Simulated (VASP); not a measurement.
Wanted: the native input for a VASP 6.6.1 run.

```
Task                   : relaxation of cell and atoms
Functional             : PBE
Potentials or basis    : VASP PAW PBE potentials, release 64 (Nb_sv, Pd, Se)
Cutoff                 : 600 eV
k mesh                 : 4 × 4 × 1
Occupations            : gaussian, width 0.15 eV
Spin                   : no spin polarisation
Dipole correction      : no
Further INCAR settings : ALGO = Normal; EDIFF = 1e-06; IBRION = 2; EDIFFG = -0.08; NSW = 36; ISIF = 3
```

The structure of Nb2PdSe4 lies in POSCAR:

```
Nb2PdSe4
1.0
    3.5500000000      0.0000000000      0.0000000000
   -1.7750000000      3.0743901800      0.0000000000
    0.0000000000      0.0000000000     13.9800000000
Nb Pd Se
2 1 4
Direct
    0.0000000000      0.0000000000      0.2500000000
    0.0000000000      0.0000000000      0.7500000000
    0.0000000000      0.0000000000      0.0000000000
    0.3333333300      0.6666666700      0.1300000000
    0.3333333300      0.6666666700      0.3700000000
    0.6666666700      0.3333333300      0.6300000000
    0.6666666700      0.3333333300      0.8700000000
```

One way to write it, as run:

INCAR

```
PREC     = Accurate       # precision mode
ENCUT    = 600            # plane-wave cutoff, eV
EDIFF    = 1E-6           # SCF threshold, eV
ISMEAR   = 0              # smearing method
SIGMA    = 0.15           # smearing width, eV
LREAL    = F              # projectors in reciprocal space
LASPH    = T              # aspherical terms in the spheres
NELM     = 100            # most SCF steps
ALGO     = Normal         # electronic algorithm
ISIF     = 3              # what is computed and relaxed
LWAVE    = F              # write WAVECAR
LCHARG   = F              # write CHGCAR
GGA      = PE             # functional
IBRION   = 2              # ionic algorithm
NSW      = 36             # ionic steps
EDIFFG   = -0.08          # ionic threshold
```

KPOINTS

```
regular mesh
0
Gamma
  4 4 1
```

Potentials or basis: VASP PAW PBE potentials, release 64 (Nb_sv, Pd, Se).

Run with:

```console
$ cat potpaw_PBE.64/Nb_sv/POTCAR potpaw_PBE.64/Pd/POTCAR potpaw_PBE.64/Se/POTCAR > POTCAR
$ mpirun -np 1 vasp_std > vasp.out
```

It gave:

```yaml
Relaxed_volume: 21.05 Å³/atom
Relaxed_cell: a = 3.562 Å, b = 3.562 Å, c = 13.407 Å, α = 90.00°, β = 90.00°, γ = 120.00°
Space_group_after_relaxing_to_0.05_Å: P-3m1 (No. 164)
Energy_gained_by_relaxing: 14.8 meV/atom
Ionic_steps: 7
Pressure_after_relaxing: -0.3 GPa
Largest_force_after_relaxing: 0.051 eV/Å
Band_gap_on_the_k_mesh: zero (band 30 reaches 6.82 eV, above the bottom of band 31 at 6.34 eV)
```

Caveat: the k points lie up to 0.51 Å⁻¹ apart in the final cell; this functional lacks dispersion, which binds the layers, so the pressure and a relaxed spacing across them are unreliable; the relaxation stopped at a loose force limit of 0.08 eV/Å, so its end isn't a converged minimum.

Run time: 2.9 min on 1 thread of Intel(R) Xeon(R) Platinum 8375C CPU @ 2.90GHz (Ice Lake), with other jobs on the host, peak memory 0.31 GiB.
